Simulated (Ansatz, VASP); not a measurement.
**Ti: VASP beside Ansatz**

The input INCAR:

```
SYSTEM = Ti
PREC = Accurate
ENCUT = 500
EDIFF = 1E-6
ISMEAR = 0
SIGMA = 0.15
LREAL = .False.
LASPH = .True.
NELM = 120
ALGO = Normal
ISIF = 2
LWAVE = .False.
LCHARG = .False.
GGA = PE
NBANDS = 25
GGA_COMPAT = .False.
```

File KPOINTS:

```
Automatic mesh
0
Gamma
  12 12 14
  0 0 0
```

Contents of POSCAR:

```
Ti
1.0
    4.5790987804      0.0000000000      0.0000000000
   -2.2895493902      3.9656158702      0.0000000000
    0.0000000000      0.0000000000      2.8317615649
Ti
3
Direct
   -0.0329104060      0.0000000000      0.0000000000
    0.3497885363      0.6666666667      0.4745741305
    0.6831218697      0.3333333333      0.5254258695
```

Input for Ansatz:

```yaml
crystal:
  lattice:
    - [4.5790987804, 0.0, 0.0]
    - [-2.2895493902, 3.9656158702, 0.0]
    - [0.0, 0.0, 2.8317615649]
  atoms:
    - { symbol: Ti, position: [-0.032910406, 0.0, 0.0] }
    - { symbol: Ti, position: [0.3497885363, 0.6666666667, 0.4745741305] }
    - { symbol: Ti, position: [0.6831218697, 0.3333333333, 0.5254258695] }
basis:
  ecutwfc: 520.0
kpoints:
  mp_grid: { grid: [12, 12, 14] }
hamiltonian:
  xc: pbe
  pseudopotentials: { kind: paw, azcp: { folder: soft_1 } }
scf:
  occupations: { method: gaussian, width: 0.15 }
output:
  forces: true
  stress: true
  eigenvalues: true
```

Change from the starting cell: mode 4 frozen in at -0.072 Å and mode 5 at -0.151 Å (largest displacements).

Alike in both runs: task single point; functional PBE; k mesh 12 × 12 × 14; occupations gaussian, width 0.15 eV; no spin polarisation.

|  | VASP | Ansatz |
| --- | --- | --- |
| version | VASP 6.6.1 | Ansatz 0.2.0 |
| potentials or method | VASP PAW PBE potentials, release 64 (Ti_sv), cutoff 500 eV | scalar-relativistic, plane waves, PAW |
| valence electrons in the cell | 36 | 36 |

VASP gave:

| Item | Value |
| --- | --- |
| gap on the k mesh at the Fermi level (eV) | none |
| pressure (GPa) | 1.1 |
| traceless stress, the component that is largest in VASP (GPa) | 1.04 |
| rms of the force components (eV/Å) | 0.373 |

**Question.** Estimate Ansatz's values.

**Answer.** gap on the k mesh at the Fermi level (eV): none; pressure (GPa): 1.3; traceless stress, the component that is largest in VASP (GPa): 1.04; rms of the force components (eV/Å): 0.376.

Atom by atom the forces differ by 0.003 eV/Å (rms over components). A gap of «none» marks a metal or a gap that the smearing closes.
